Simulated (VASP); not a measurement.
# Al3Fe2Co (P-3m1) in VASP: single point with PBE

Aim: the single point of Al3Fe2Co with PBE.

Program: VASP 6.6.1. These are calculated values, not measurements. Logs are shortened: lines on timing, memory, paths and dates and some standing lists are left out, and cuts for length are marked.

### 1 The cell of the first run

It takes space group P-3m1 (No. 164, trigonal). The conventional cell has a = 4.053 Å, b = 4.053 Å, c = 4.960 Å, α = 90.00°, β = 90.00°, γ = 120.00°. Within 3.3 Å of Al (site symmetry -3m) lie 6 Fe at 2.47 Å and 2 Co at 2.48 Å and 6 Al at 2.87 Å. Within 3.3 Å of Al (site symmetry 3m) lie 5 Fe at 2.47 to 2.49 Å and 3 Co at 2.48 Å and 6 Al at 2.85 to 2.87 Å. Within 3.3 Å of Co (site symmetry -3m) lie 8 Al at 2.48 Å and 6 Fe at 2.88 Å. Fe (site symmetry 3m) has 8 Al at 2.47 to 2.49 Å and 3 Fe at 2.84 Å and 3 Co at 2.88 Å within 3.3 Å.

### 2 Single point, PBE, collinear spin, ferromagnetic start

File INCAR:

```
PREC = Accurate ; ENCUT = 520
EDIFF = 1E-6 ; ISMEAR = 0
SIGMA = 0.1 ; LREAL = False
LASPH = True ; NELM = 150
ALGO = Normal ; ISIF = 2
LWAVE = False ; LCHARG = False
ISPIN = 2 ; MAGMOM = 0 0 0 0 0.61 0.61
LORBIT = 11 ; LMAXMIX = 4
GGA = PE ; NBANDS = 30
```

File KPOINTS:

```
Automatic mesh
0
Gamma
  6 6 4
```

File POSCAR:

```
Al3Fe2Co
1.0
    4.0527998000      0.0000000000      0.0000000000
   -2.0263999000      3.5098276000      0.0000000000
    0.0000000000      0.0000000000      4.9604666000
Al Co Fe
3 1 2
Direct
    0.0000000000      0.0000000000      0.0000000000
    0.3333333000      0.6666667000      0.6640190000
    0.6666667000      0.3333333000      0.3359810000
    0.0000000000      0.0000000000      0.5000000000
    0.6666667000      0.3333333000      0.8380780000
    0.3333333000      0.6666667000      0.1619220000
```

Potentials or basis: VASP PAW PBE potentials, release 64 (Al, Co, Fe).

Started as:

```console
> cat potpaw_PBE.64/Al/POTCAR potpaw_PBE.64/Co/POTCAR potpaw_PBE.64/Fe/POTCAR > POTCAR
> mpirun -np 1 vasp_std > vasp.out
```

OUTCAR:

```text
PREC = Accurate
   ENCUT = 520
   EDIFF = 1E-6
   ISMEAR = 0
   LREAL = False
   LASPH = True
   NELM = 150
   ISIF = 2
   ISPIN = 2
   LORBIT = 11
   GGA = PE

 ion  position               nearest neighbor table
   1  0.000  0.000  0.000-   5 2.47   6 2.47   5 2.47   6 2.47   5 2.47   6 2.47   4 2.48   4 2.48
                             2 2.87   3 2.87   2 2.87   3 2.87   3 2.87   2 2.87
   2  0.333  0.667  0.664-   6 2.47   4 2.48   4 2.48   4 2.48   6 2.49   5 2.49   5 2.49   5 2.49
                             3 2.85   3 2.85   3 2.85   1 2.87   1 2.87   1 2.87
   3  0.667  0.333  0.336-   5 2.47   4 2.48   4 2.48   4 2.48   5 2.49   6 2.49   6 2.49   6 2.49
                             2 2.85   2 2.85   2 2.85   1 2.87   1 2.87   1 2.87
   4  0.000  0.000  0.500-   2 2.48   3 2.48   3 2.48   2 2.48   3 2.48   2 2.48   1 2.48   1 2.48
                             6 2.88   5 2.88   5 2.88   6 2.88   6 2.88   5 2.88
   5  0.667  0.333  0.838-   3 2.47   1 2.47   1 2.47   1 2.47   3 2.49   2 2.49   2 2.49   2 2.49
                             6 2.84   6 2.84   6 2.84   4 2.88   4 2.88   4 2.88
   6  0.333  0.667  0.162-   2 2.47   1 2.47   1 2.47   1 2.47   2 2.49   3 2.49   3 2.49   3 2.49
                             5 2.84   5 2.84   5 2.84   4 2.88   4 2.88   4 2.88

  LATTYP: Found a hexagonal cell.
 ALAT       =     4.0527998000
 C/A-ratio  =     1.2239604335

  Lattice vectors:

 A1 = (   4.0527998000,   0.0000000000,   0.0000000000)
 A2 = (  -2.0263999000,   3.5098276000,   0.0000000000)
 A3 = (   0.0000000000,   0.0000000000,   4.9604666000)

Analysis of symmetry for initial positions (statically):
=====================================================================
 Subroutine PRICEL returns:
 Original cell was already a primitive cell.

 Routine SETGRP: Setting up the symmetry group for a
 hexagonal supercell.

 Subroutine GETGRP returns: Found 12 space group operations
 (whereof 12 operations were pure point group operations)
 out of a pool of 24 trial point group operations.

The static configuration has the point symmetry D_3d.

Analysis of symmetry for dynamics (positions and initial velocities):
=====================================================================
 Subroutine PRICEL returns:
 Original cell was already a primitive cell.

 Routine SETGRP: Setting up the symmetry group for a
 hexagonal supercell.

 Subroutine GETGRP returns: Found 12 space group operations
 (whereof 12 operations were pure point group operations)
 out of a pool of 24 trial point group operations.

The dynamic configuration has the point symmetry D_3d.

Analysis of structural, dynamic, and magnetic symmetry:
=====================================================================
 Subroutine PRICEL returns:
 Original cell was already a primitive cell.

 Routine SETGRP: Setting up the symmetry group for a
 hexagonal supercell.
[... 154 lines left out ...]
  ext. energy  EPLUGINS =         0.00000000
  ---------------------------------------------------
  free energy    TOTEN  =       -37.29690244 eV

  energy without entropy =      -37.26311518  energy(sigma->0) =      -37.28000881

 E-fermi :   8.7372     XC(G=0): -12.1901

 val. band max:        8.7353005074   @ k =   0.0000   0.1667   0.2500
 cond. band min:       8.7377585658   @ k =   0.3333   0.1667   0.5000
 fundamental gap:      0.0024580583
 Fermi energy:         8.7372275776

 spin component 1

 k-point     1 :       0.0000    0.0000    0.0000
  band No.  band energies     occupation
      1      -1.7677      1.00000
      2       3.4426      1.00000
      3       3.4472      1.00000
      4       5.8072      1.00000
      5       5.8072      1.00000
      6       5.8312      1.00000
[... 757 lines left out ...]
     28      17.5536      0.00000
     29      17.5536      0.00000
 Fermi energy:         8.7372275776

 spin component 2

 k-point     1 :       0.0000    0.0000    0.0000
  band No.  band energies     occupation
      1      -1.7618      1.00000
      2       3.4732      1.00000
      3       3.5331      1.00000
      4       5.9490      1.00000
      5       5.9490      1.00000
      6       6.1381      1.00000
[... 757 lines left out ...]
     28      17.6072      0.00000
     29      17.6072      0.00000
 [bands above 29 left out]

------------------------ aborting loop because EDIFF is reached ----------------------------------------

  FORCE on cell =-STRESS in cart. coord.  units (eV):
  Direction    XX          YY          ZZ          XY          YZ          ZX
  --------------------------------------------------------------------------------------
  -------------------------------------------------------------------------------------
  Total        0.0702069      0.0702070      0.0362807     -0.0000000      0.0000000     -0.0000000
  in kB        1.5941428      1.5941428      0.8238013     -0.0000000      0.0000000     -0.0000000
  external PRESSURE =       1.3373623 kB  Pullay stress =       0.0000000 kB

 VOLUME and BASIS-vectors are now :
 -----------------------------------------------------------------------------
  energy-cutoff  :      520.00
  volume of cell :       70.56
      direct lattice vectors                 reciprocal lattice vectors
     4.052799800  0.000000000  0.000000000     0.246743005  0.142457139  0.000000000
    -2.026399900  3.509827600  0.000000000     0.000000000  0.284914279  0.000000000
     0.000000000  0.000000000  4.960466600     0.000000000  0.000000000  0.201593939

 POSITION                                       TOTAL-FORCE (eV/Angst)
 -----------------------------------------------------------------------------------
      0.00000      0.00000      0.00000         0.000000      0.000000      0.000000
     -0.00000      2.33989      3.29384         0.000000     -0.000000     -0.008155
      2.02640      1.16994      1.66662         0.000000      0.000000      0.008155
      0.00000      0.00000      2.48023         0.000000      0.000000      0.000000
      2.02640      1.16994      4.15726        -0.000000     -0.000000      0.022257
     -0.00000      2.33989      0.80321        -0.000000      0.000000     -0.022257
 -----------------------------------------------------------------------------------
    total drift:                                0.000000     -0.000000      0.000000

  FREE ENERGIE OF THE ION-ELECTRON SYSTEM (eV)
  ---------------------------------------------------
  free  energy   TOTEN  =       -37.2969024426 eV

  energy  without entropy=      -37.2631151846  energy(sigma->0) =      -37.28000881

 total charge

# of ion       s       p       d       tot
------------------------------------------
    1        0.401   0.436   0.000   0.837
    2        0.397   0.433   0.000   0.831
    3        0.397   0.433   0.000   0.831
    4        0.437   0.504   7.482   8.423
    5        0.430   0.503   6.504   7.437
    6        0.430   0.503   6.504   7.437
--------------------------------------------------
tot          2.493   2.812  20.489  25.794

 magnetization (x)

# of ion       s       p       d       tot
------------------------------------------
    1       -0.005  -0.009   0.000  -0.014
    2       -0.005  -0.010   0.000  -0.015
    3       -0.005  -0.010   0.000  -0.015
    4       -0.003  -0.001   0.054   0.050
    5        0.002   0.009   0.623   0.634
    6        0.002   0.009   0.623   0.634
--------------------------------------------------
tot         -0.013  -0.012   1.299   1.274
```

Run time: 1.7 min. Hardware: 1 thread of Intel Xeon Platinum 8375C at 2.90GHz (Ice Lake), shared host; peak memory 0.25 GiB.

What came out:

```
Free energy                                           : -37.2969 eV
Pressure                                              : 0.1 GPa
Largest force                                         : 0.022 eV/Å
Net moment                                            : 1.25 μB per cell
Site moments                                          : Al -0.01; Co +0.05; Fe +0.63 μB
Valence electrons inside the program's atomic spheres : Al 0.84, 0.83; Co 8.42; Fe 7.44
```

Forces in eV/Å, atoms in the order of the input:
```
Al   0.000  0.000  0.000
Al   0.000  0.000 -0.008
Al   0.000  0.000  0.008
Co   0.000  0.000  0.000
Fe   0.000  0.000  0.022
Fe   0.000  0.000 -0.022
```

Stress tensor (GPa, compression positive):
```
0.16 0.00 0.00
0.00 0.16 0.00
0.00 0.00 0.08
```

Levels at points of the mesh, in eV from the Fermi level:
Spin up:
| k point | band 16 | band 17 | band 18 | band 19 | band 20 | band 21 |
| --- | --- | --- | --- | --- | --- | --- |
| (0.00, 0.00, 0.00) | -0.36 | -0.36 | -0.34 | 3.17 | 3.17 | 3.32 |
| (0.50, 0.00, 0.00) | -0.94 | -0.88 | -0.66 | 0.36 | 1.53 | 1.89 |
| (0.00, 0.00, 0.50) | 0.39 | 0.39 | 2.90 | 2.90 | 2.92 | 4.18 |
| (0.50, 0.00, 0.50) | -0.88 | -0.73 | -0.24 | 0.80 | 1.69 | 1.90 |
Spin down:
```
           k point  band 12  band 13  band 14  band 15  band 16  band 17  band 18  band 19  band 20  band 21
(0.00, 0.00, 0.00)    -0.66    -0.48    -0.21    -0.21     0.16     0.16     0.22     3.31     3.31     3.58
(0.50, 0.00, 0.00)    -1.08    -0.80    -0.66    -0.52    -0.45    -0.42    -0.03     0.75     1.66     2.27
(0.00, 0.00, 0.50)    -0.73    -0.34    -0.12    -0.12     0.76     0.76     2.94     2.94     2.97     4.27
(0.50, 0.00, 0.50)    -1.03    -0.94    -0.61    -0.52    -0.35    -0.21     0.28     1.16     1.84     2.27
```
